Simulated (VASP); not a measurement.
# SiC (rocksalt type) (Fm-3m) in VASP: a series of runs

SiC (rocksalt type) is run at these levels: PBE; tasks: single point, relaxation of cell and atoms.

Program: VASP 6.6.1. These are calculated values, not measurements. Logs are shortened: lines on timing, memory, paths and dates and some standing lists are left out, and cuts for length are marked.

## 1. The cell of the first run

Symmetry: Fm-3m, No. 225, cubic system. The conventional cell has a = 3.860 Å, b = 3.860 Å, c = 3.860 Å, α = 90.00°, β = 90.00°, γ = 90.00°. Si (site symmetry m-3m) has 6 C at 1.93 Å within 2.6 Å. C (site symmetry m-3m) has 6 Si at 1.93 Å within 2.6 Å.

## 2. Single point, PBE

File INCAR:

```
PREC     = Accurate       # precision mode
ENCUT    = 520            # plane-wave cutoff, eV
EDIFF    = 1E-7           # SCF threshold, eV
ISMEAR   = -1             # smearing method
SIGMA    = 0.1            # smearing width, eV
LREAL    = False          # projectors in reciprocal space
LASPH    = True           # aspherical terms in the spheres
NELM     = 100            # most SCF steps
ALGO     = Normal         # electronic algorithm
ISIF     = 2              # what is computed and relaxed
LWAVE    = False          # write WAVECAR
LCHARG   = False          # write CHGCAR
GGA      = PE             # functional
NBANDS   = 11             # bands
```

File KPOINTS:

```
regular mesh
0
Gamma
  16 16 16
```

File POSCAR:

```
SiC
1.0
    0.0000000000      1.9301095305      1.9301095305
    1.9301095305      0.0000000000      1.9301095305
    1.9301095305      1.9301095305      0.0000000000
Si C
1 1
Direct
    0.0000000000      0.0000000000      0.0000000000
    0.5000000000      0.5000000000      0.5000000000
```

Potentials or basis: VASP PAW PBE potentials, release 64 (Si, C).

The run is started by

```console
$ cat potpaw_PBE.64/Si/POTCAR potpaw_PBE.64/C/POTCAR > POTCAR
$ mpirun -np 1 vasp_std > vasp.out
```

OUTCAR:

```text
PREC = Accurate
   ENCUT = 520
   EDIFF = 1E-7
   ISMEAR = -1
   LREAL = False
   LASPH = True
   NELM = 100
   ISIF = 2
   GGA = PE

 ion  position               nearest neighbor table
   1  0.000  0.000  0.000-   2 1.93   2 1.93   2 1.93   2 1.93   2 1.93   2 1.93
   2  0.500  0.500  0.500-   1 1.93   1 1.93   1 1.93   1 1.93   1 1.93   1 1.93

  LATTYP: Found a face centered cubic cell.
 ALAT       =     3.8602190610

  Lattice vectors:

 A1 = (   0.0000000000,   1.9301095305,   1.9301095305)
 A2 = (   1.9301095305,   0.0000000000,   1.9301095305)
 A3 = (   1.9301095305,   1.9301095305,   0.0000000000)

Analysis of symmetry for initial positions (statically):
=====================================================================
 Subroutine PRICEL returns:
 Original cell was already a primitive cell.

 Routine SETGRP: Setting up the symmetry group for a
 face centered cubic supercell.

 Subroutine GETGRP returns: Found 48 space group operations
 (whereof 48 operations were pure point group operations)
 out of a pool of 48 trial point group operations.

The static configuration has the point symmetry O_h .

Analysis of symmetry for dynamics (positions and initial velocities):
=====================================================================
 Subroutine PRICEL returns:
 Original cell was already a primitive cell.

 Routine SETGRP: Setting up the symmetry group for a
 face centered cubic supercell.

 Subroutine GETGRP returns: Found 48 space group operations
 (whereof 48 operations were pure point group operations)
 out of a pool of 48 trial point group operations.

The dynamic configuration has the point symmetry O_h .

 Subroutine INISYM returns: Found 48 space group operations
 (whereof 48 operations are pure point group operations),
 and found     1 'primitive' translations

----------------------------------------------------------------------------------------

                                     Primitive cell

  volume of cell :      14.3806

  direct lattice vectors                    reciprocal lattice vectors
     0.000000000  1.930109531  1.930109531    -0.259052656  0.259052656  0.259052656
     1.930109531  0.000000000  1.930109531     0.259052656 -0.259052656  0.259052656
     1.930109531  1.930109531  0.000000000     0.259052656  0.259052656 -0.259052656

  length of vectors
     2.729587075  2.729587075  2.729587075     0.448692362  0.448692362  0.448692362

  position of ions in fractional coordinates (direct lattice)
     0.000000000  0.000000000  0.000000000
     0.500000000  0.500000000  0.500000000

  ion indices of the primitive-cell ions
   primitive index   ion index
                 1           1
                 2           2

----------------------------------------------------------------------------------------

 KPOINTS: regular mesh

Automatic generation of k-mesh.
 Grid dimensions read from file:
 generate k-points for:   16   16   16

 Generating k-lattice:

  Cartesian coordinates                     Fractional coordinates (reciprocal lattice)
    -0.016190791  0.016190791  0.016190791     0.062500000  0.000000000  0.000000000
     0.016190791 -0.016190791  0.016190791     0.000000000  0.062500000  0.000000000
     0.016190791  0.016190791 -0.016190791     0.000000000  0.000000000  0.062500000

  Length of vectors
     0.028043273  0.028043273  0.028043273

  Shift w.r.t. Gamma in fractional coordinates (k-lattice)
     0.000000000  0.000000000  0.000000000

 Subroutine IBZKPT returns following result:
 ===========================================

 Found    145 irreducible k-points:

 Following reciprocal coordinates:
            Coordinates               Weight
  0.000000  0.000000  0.000000      1.000000
  0.062500  0.000000  0.000000      8.000000
  0.125000  0.000000  0.000000      8.000000
  0.187500  0.000000  0.000000      8.000000
  0.250000  0.000000  0.000000      8.000000
  0.312500  0.000000  0.000000      8.000000
[... 16 lines left out ...]
 -0.125000  0.062500  0.000000     24.000000
 -0.062500  0.062500  0.000000     12.000000
 [... further k-points ...]
   k-points           NKPTS =    145   k-points in BZ     NKDIM =    145   number of bands    NBANDS=     11
   number of dos      NEDOS =    301   number of ions     NIONS =      2
   total plane-waves  NPLWV =   8000
   dimension x,y,z NGX =    20 NGY =   20 NGZ =   20
   dimension x,y,z NGXF=    40 NGYF=   40 NGZF=   40
   ions per type =               1   1
   NGX,Y,Z   is equivalent  to a cutoff of  12.18, 12.18, 12.18 a.u.
   NGXF,Y,Z  is equivalent  to a cutoff of  24.36, 24.36, 24.36 a.u.
 SYSTEM =  unknown system
   PREC   = accura    normal or accurate (medium, high low for compatibility)
   ISTART =      0    job   : 0-new  1-cont  2-samecut
   ICHARG =      2    charge: 1-file 2-atom 10-const
   ISPIN  =      1    spin polarized calculation?
   LNONCOLLINEAR =      F non collinear calculations
   LSORBIT =      F    spin-orbit coupling
[... 61 lines left out ...]
      3      14.7429      1.75086
      4      14.7429      1.75086
      5      23.7115      0.00000
      6      23.7115      0.00000
      7      23.7115      0.00000
      8      24.9452      0.00000
      9      29.3616      0.00000
     10      29.3629      0.00000
     11      29.3766      0.00000

 k-point     2 :       0.0625    0.0000    0.0000
  band No.  band energies     occupation
      1      -5.3773      2.00000
      2      14.1666      1.99911
      3      14.6594      1.88361
      4      14.6594      1.88360
      5      23.5155      0.00000
      6      23.9170      0.00000
      7      23.9170      0.00000
      8      25.1784      0.00000
      9      27.5816      0.00000
     10      27.5816      0.00000
     11      29.2448      0.00000

 k-point     3 :       0.1250    0.0000    0.0000
  band No.  band energies     occupation
      1      -5.0643      2.00000
      2      12.7032      2.00000
      3      14.4405      1.98625
      4      14.4405      1.98625
      5      23.0314      0.00000
      6      24.3020      0.00000
      7      24.3020      0.00000
      8      25.8934      0.00000
      9      26.2971      0.00000
     10      26.2971      0.00000
     11      28.8643      0.00000

 k-point     4 :       0.1875    0.0000    0.0000
  band No.  band energies     occupation
      1      -4.5447      2.00000
      2      10.7976      2.00000
      3      14.1545      1.99921
      4      14.1545      1.99921
      5      22.5322      0.00000
      6      23.8228      0.00000
      7      23.8228      0.00000
      8      26.5062      0.00000
      9      26.5062      0.00000
     10      26.8519      0.00000
     11      28.3425      0.00000

 k-point     5 :       0.2500    0.0000    0.0000
  band No.  band energies     occupation
      1      -3.8226      2.00000
      2       8.7470      2.00000
      3      13.8657      1.99996
      4      13.8657      1.99996
      5      22.1358      0.00000
      6      22.8072      0.00000
      7      22.8072      0.00000
      8      27.3968      0.00000
      9      27.8137      0.00000
     10      27.8137      0.00000
     11      28.2746      0.00000
[... 211 lines left out ...]
 k-point    21 :      -0.2500    0.0625    0.0000
  band No.  band energies     occupation
      1      -3.4470      2.00000
      2       8.1283      2.00000
      3      12.8242      2.00000
      4      14.1420      1.99930
      5      22.0819      0.00000
      6      22.3443      0.00000
      7      22.6143      0.00000
      8      27.3459      0.00000
      9      27.3695      0.00000
     10      28.3568      0.00000
     11      30.3256      0.00000

 k-point    22 :      -0.1875    0.0625    0.0000
  band No.  band energies     occupation
      1      -4.2344      2.00000
      2      10.1681      2.00000
      3      13.1095      2.00000
      4      14.4507      1.98479
      5      22.6293      0.00000
      6      23.0184      0.00000
      7      23.6372      0.00000
      8      25.8959      0.00000
      9      26.3519      0.00000
     10      28.8499      0.00000
     11      28.9082      0.00000

 k-point    23 :      -0.1250    0.0625    0.0000
  band No.  band energies     occupation
      1      -4.8214      2.00000
      2      12.1016      2.00000
      3      13.4915      2.00000
      4      14.6791      1.86013
      5      22.9533      0.00000
      6      24.0815      0.00000
      7      24.3914      0.00000
      8      24.9678      0.00000
      9      25.7726      0.00000
     10      27.6743      0.00000
     11      29.4118      0.00000

 k-point    24 :      -0.0625    0.0625    0.0000
  band No.  band energies     occupation
      1      -5.2033      2.00000
      2      13.5872      2.00000
      3      14.0132      1.99981
      4      14.7622      1.70540
      5      23.2386      0.00000
      6      24.0160      0.00000
      7      24.3281      0.00000
      8      25.6006      0.00000
      9      25.8854      0.00000
     10      27.4177      0.00000
     11      29.6185      0.00000

 [... further k-points ...]

------------------------ aborting loop because EDIFF is reached ----------------------------------------

  FORCE on cell =-STRESS in cart. coord.  units (eV):
  Direction    XX          YY          ZZ          XY          YZ          ZX
  --------------------------------------------------------------------------------------
  -------------------------------------------------------------------------------------
  Total        4.5792562      4.5792562      4.5792562      0.0000000      0.0000000      0.0000000
  in kB      510.1873275    510.1873275    510.1873275      0.0000000      0.0000000      0.0000000
  external PRESSURE =     510.1873275 kB  Pullay stress =       0.0000000 kB

 VOLUME and BASIS-vectors are now :
 -----------------------------------------------------------------------------
  energy-cutoff  :      520.00
  volume of cell :       14.38
      direct lattice vectors                 reciprocal lattice vectors
     0.000000000  1.930109531  1.930109531    -0.259052656  0.259052656  0.259052656
     1.930109531  0.000000000  1.930109531     0.259052656 -0.259052656  0.259052656
     1.930109531  1.930109531  0.000000000     0.259052656  0.259052656 -0.259052656

 POSITION                                       TOTAL-FORCE (eV/Angst)
 -----------------------------------------------------------------------------------
      0.00000      0.00000      0.00000        -0.000000     -0.000000     -0.000000
      1.93011      1.93011      1.93011         0.000000      0.000000      0.000000
 -----------------------------------------------------------------------------------
    total drift:                                0.000000      0.000000      0.000000

  FREE ENERGIE OF THE ION-ELECTRON SYSTEM (eV)
  ---------------------------------------------------
  free  energy   TOTEN  =       -13.2547426326 eV

  energy  without entropy=      -13.2528282270  energy(sigma->0) =      -13.25378543
```

It took 9.1 s on 1 thread of Intel Xeon 6975P-C (Granite Rapids), shared host; peak memory 0.13 GiB.

What came out:

```
Free energy : -13.2547 eV
Pressure    : 51.0 GPa
```

Levels at points of the mesh, in eV from the Fermi level:
```
           k point  band 1  band 2  band 3  band 4  band 5  band 6  band 7  band 8  band 9
(0.00, 0.00, 0.00)  -20.42   -0.19   -0.19   -0.19    8.77    8.77    8.77   10.01   14.42
(0.50, 0.00, 0.00)  -14.65  -12.94   -1.66   -1.66    5.75    5.75    6.64   11.07   16.26
(0.50, 0.50, 0.00)  -12.48  -11.37   -5.10   -5.10   -0.13    1.63   16.84   16.84   16.89
```

## 3. Single point, PBE

File INCAR:

```
SYSTEM = SiC
PREC = Accurate ; ENCUT = 520
EDIFF = 1E-6 ; ISMEAR = -1
SIGMA = 0.1 ; LREAL = .False.
LASPH = .True. ; NELM = 80
ALGO = Normal ; ISIF = 2
LWAVE = .False. ; LCHARG = .False.
GGA = PE ; NBANDS = 11
```

File KPOINTS:

```
Automatic mesh
0
Gamma
  16 16 16
  0 0 0
```

File POSCAR:

```
SiC
1.0
    0.0000000000      1.9303550854      1.9303550854
    1.9303550854      0.0000000000      1.9303550854
    1.9303550854      1.9303550854      0.0000000000
Si C
1 1
Direct
    0.0000000000      0.0000000000      0.0000000000
    0.5000000000      0.5000000000      0.5000000000
```

Potentials or basis: VASP PAW PBE potentials, release 64 (Si, C).

The run is started by

```console
$ cat potpaw_PBE.64/Si/POTCAR potpaw_PBE.64/C/POTCAR > POTCAR
$ mpirun -np 1 vasp_std > vasp.out
```

Run time: 10 s. Hardware: 1 thread of Intel Xeon 6975P-C (Granite Rapids), shared host; peak memory 0.13 GiB.

It converged, with:

| Quantity | Value |
| --- | --- |
| Free energy | -13.2565 eV |
| Pressure | 50.8 GPa |

Levels at points of the mesh, in eV from the Fermi level:
```tsv
k point	band 2	band 3	band 4	band 5	band 6	band 7
(0.00, 0.00, 0.00)	-0.19	-0.19	-0.19	8.77	8.77	8.77
(0.50, 0.00, 0.00)	-12.94	-1.66	-1.66	5.75	5.75	6.64
(0.50, 0.50, 0.00)	-11.37	-5.10	-5.10	-0.13	1.64	16.83
```

## 4. Relaxation of cell and atoms, PBE, target pressure 51 GPa, at which the enthalpy is minimised

File INCAR:

```
SYSTEM = SiC
  ALGO = Normal
  EDIFF = 1E-7
  EDIFFG = -0.005
  ENCUT = 600
  GGA = PE
  IBRION = 2
  ISIF = 3
  ISMEAR = -1
  LASPH = .True.
  LCHARG = .False.
  LREAL = .False.
  LWAVE = .False.
  NELM = 80
  NSW = 60
  PREC = Accurate
  PSTRESS = 510.0
  SIGMA = 0.1
```

File KPOINTS:

```
k-points
0
Gamma
  16 16 16
  0 0 0
```

File POSCAR:

```
SiC
1.0
    0.0000000000      1.9297445497      1.9297445497
    1.9297445497      0.0000000000      1.9297445497
    1.9297445497      1.9297445497      0.0000000000
Si C
1 1
Direct
    0.0000000000      0.0000000000      0.0000000000
    0.5000000000      0.5000000000      0.5000000000
```

The run is started by

```console
$ cat potpaw_PBE.64/Si/POTCAR potpaw_PBE.64/C/POTCAR > POTCAR
$ mpirun -np 1 vasp_std > vasp.out
```

Run time: 8.5 s. Hardware: 1 thread of Intel Xeon 6975P-C (Granite Rapids), shared host; peak memory 0.14 GiB.

It converged, with:

```
Free energy             : -13.2540 eV
Pressure after relaxing : 51.0 GPa
```

Final structure:
```xyz
2
Lattice="0.0000 1.9297 1.9297 1.9297 0.0000 1.9297 1.9297 1.9297 0.0000" Properties=species:S:1:pos:R:3 pbc="T T T"
Si    0.0000    0.0000    0.0000
C     1.9297    1.9297    1.9297
```

Levels at points of the mesh, in eV from the Fermi level:
```csv
k point,band 1,band 2,band 3,band 4,band 5,band 6,band 7,band 8
"(0.00, 0.00, 0.00)",-20.43,-0.20,-0.20,-0.20,8.77,8.77,8.77,10.02
"(0.50, 0.00, 0.00)",-14.65,-12.95,-1.66,-1.66,5.75,5.75,6.64,11.08
"(0.50, 0.50, 0.00)",-12.48,-11.38,-5.10,-5.10,-0.12,1.63,16.84,16.89
```

Caveat: the relaxation stopped at its first step, so nothing moved; the cell is relaxed towards a set pressure, so the enthalpy falls and the energy may rise.

## 5. Relaxation of cell and atoms, PBE, target pressure 51 GPa, at which the enthalpy is minimised

File INCAR:

```
SYSTEM = SiC
PREC = Accurate ; ENCUT = 600
EDIFF = 1E-6 ; ISMEAR = -1
SIGMA = 0.1 ; LREAL = .FALSE.
LASPH = .TRUE. ; NELM = 80
ALGO = Normal ; ISIF = 3
LWAVE = .FALSE. ; LCHARG = .FALSE.
GGA = PE ; IBRION = 2
NSW = 32 ; EDIFFG = -0.005
PSTRESS = 510.0
```

File KPOINTS:

```
regular mesh
0
G
  16 16 16
  0 0 0
```

File POSCAR:

```
SiC
1.0
    0.0000000000      1.9301095306      1.9301095306
    1.9301095306      0.0000000000      1.9301095306
    1.9301095306      1.9301095306      0.0000000000
Si C
1 1
Direct
    0.0000000000      0.0000000000      0.0000000000
    0.5000000000      0.5000000000      0.5000000000
```

The run is started by

```console
$ cat potpaw_PBE.64/Si/POTCAR potpaw_PBE.64/C/POTCAR > POTCAR
$ mpirun -np 1 vasp_std > vasp.out
```

Wall time 19 s (1 thread of Intel Xeon 6975P-C, shared host); peak memory 0.15 GiB.

It converged, with:

| Quantity | Value |
| --- | --- |
| Free energy | -13.2545 eV |
| Relaxed volume | 7.19 Å³/atom |
| Relaxed cell | a = 2.729 Å, b = 2.729 Å, c = 2.729 Å, α = 60.00°, β = 60.00°, γ = 60.00° |
| Space group after relaxing (to 0.05 Å) | Fm-3m (No. 225) |
| Energy change on relaxing (the enthalpy is what falls) | +1.1 meV/atom |
| Ionic steps | 3 |
| Pressure after relaxing | 51.0 GPa |

The path:
```csv
step,energy change (eV),largest force (eV/Å),pressure (GPa),volume (Å³)
1,0.0000,0.0000,50.79,14.38
2,0.0061,0.0000,51.39,14.36
3,0.0021,0.0000,51.01,14.37
```

Final structure:
```
Si C
1.0
     0.00000    1.92981    1.92981
     1.92981    0.00000    1.92981
     1.92981    1.92981    0.00000
Si C
1 1
Direct
  0.00000 0.00000 0.00000
  0.50000 0.50000 0.50000
```

Levels at points of the mesh, in eV from the Fermi level:
```
           k point  band 1  band 2  band 3  band 4  band 5  band 6  band 7  band 8
(0.00, 0.00, 0.00)  -20.43   -0.20   -0.20   -0.20    8.77    8.77    8.77   10.01
(0.50, 0.00, 0.00)  -14.65  -12.95   -1.66   -1.66    5.75    5.75    6.64   11.08
(0.50, 0.50, 0.00)  -12.48  -11.38   -5.10   -5.10   -0.12    1.63   16.84   16.89
```

Caveat: the cell is relaxed towards a set pressure, so the enthalpy falls and the energy may rise.

## 6. Overview

| task | cell | cutoff (eV) | pressure (GPa) |
| --- | --- | --- | --- |
| single point | a = 2.730 Å, angles 60.0°, 2 atoms | 520 | 50.8 |
| relaxation of cell and atoms | relaxed to 51 GPa from a = 2.729 Å, angles 60.0°, 2 atoms | 600 | 51.0 |
| relaxation of cell and atoms | relaxed to 51 GPa from a = 2.730 Å, angles 60.0°, 2 atoms | 600 | 51.0 |

Alike in all rows: level PBE; potentials or basis VASP PAW PBE potentials, release 64 (Si, C); no spin polarisation; k mesh 16 × 16 × 16; smearing fermi-dirac 0.1 eV.

Caveats: the cell is relaxed towards a set pressure, so the enthalpy falls and the energy may rise (some runs); the relaxation stopped at its first step, so nothing moved (some runs).

Total energies depend on the potentials used, so only differences within one code and one set of settings carry meaning.
